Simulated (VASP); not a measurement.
Wanted: the native input for a VASP 6.6.1 run.

```yaml
Task: density of states
Functional: PBE
Potentials_or_basis: VASP PAW PBE potentials, release 64 (W_sv)
Cutoff: 520 eV
k_mesh: 19 × 19 × 19
Occupations: fermi-dirac, width 0.05 eV
Spin: no spin polarisation
Dipole_correction: no
k_mesh_for_the_DOS: 29 × 29 × 29
Occupations_for_the_DOS: tetrahedron
Further_INCAR_settings: ALGO = Normal; EDIFF = 1e-07
```

Crystal: W.

```xyz
1
Lattice="-1.1727 1.1727 1.1727 1.1727 -1.1727 1.1727 1.1727 1.1727 -1.1727" Properties=species:S:1:pos:R:3 pbc="T T T"
W     0.0000    0.0000    0.0000
```

This cell differs from its parent crystal: volume scaled by 0.4.

One way to write it, as run:

POSCAR

```
W
1.0
   -1.1726983320      1.1726983320      1.1726983320
    1.1726983320     -1.1726983320      1.1726983320
    1.1726983320      1.1726983320     -1.1726983320
W
1
Direct
    0.0000000000      0.0000000000      0.0000000000
```

INCAR.step1

```
PREC = Accurate ; ENCUT = 520
EDIFF = 1E-7 ; ISMEAR = -1
SIGMA = 0.05 ; LREAL = False
LASPH = True ; NELM = 80
ALGO = Normal ; ISIF = 2
LWAVE = False ; LCHARG = True
LMAXMIX = 4 ; GGA = PE
NBANDS = 13
```

KPOINTS.step1

```
Automatic mesh
0
Gamma
  19 19 19
```

INCAR.step2

```
PREC = Accurate ; ENCUT = 520
EDIFF = 1E-7 ; ISMEAR = -5
SIGMA = 0.05 ; LREAL = False
LASPH = True ; NELM = 80
ALGO = Normal ; ISIF = 2
LWAVE = False ; LCHARG = False
LMAXMIX = 4 ; GGA = PE
LORBIT = 10 ; NEDOS = 2001
ICHARG = 11
```

KPOINTS.step2

```
Automatic mesh
0
Gamma
  29 29 29
```

Potentials or basis: VASP PAW PBE potentials, release 64 (W_sv).

Run with:

```bash
$ cat potpaw_PBE.64/W_sv/POTCAR > POTCAR
$ cp INCAR.step1 INCAR
$ cp KPOINTS.step1 KPOINTS
$ mpirun -np 1 vasp_std > vasp.out
$ cp INCAR.step2 INCAR
$ cp KPOINTS.step2 KPOINTS
$ mpirun -np 1 vasp_std > vasp.out
```

It took 20 s on 1 thread of Intel(R) Xeon(R) 6975P-C (Granite Rapids), with other jobs on the host, peak memory 0.21 GiB.
